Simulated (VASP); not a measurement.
PbS:

```
Pb S
1.0
     2.95468   -2.96891    0.28852
     2.95468    2.96891    0.28852
    -0.58357    0.00000    5.92619
Pb S
2 2
Cartesian
  3.9943 0.0000 4.8774
  1.3315 0.0000 1.6258
  1.0401 0.0000 4.5891
  4.2857 0.0000 1.9141
```

Base run:

* Program: VASP 6.6.1
* Functional: r2SCAN
* Dispersion: rVV10
* Potentials or basis: VASP PAW PBE potentials, release 64 (Pb_d, S)
* Cutoff: 520 eV
* k mesh: 6 × 6 × 4
* Occupations: fermi-dirac, width 0.02 eV
* Spin: no spin polarisation

Its results: band gap on the k mesh 0.59 eV; pressure 0.1 GPa.

Q: The run is repeated on the same cell with these changes: functional from r2SCAN to PBE; dispersion from rVV10 to none. What comes out?

A: Band gap on the k mesh 0.38 eV; pressure 1.8 GPa.

Several settings changed at once.

Caveats: spin-orbit coupling is left out, which moves the levels of the heavy elements; the PAW data sets were made with another functional, which shifts forces and pressure a little (at least some runs).

A k mesh can miss the band edges.
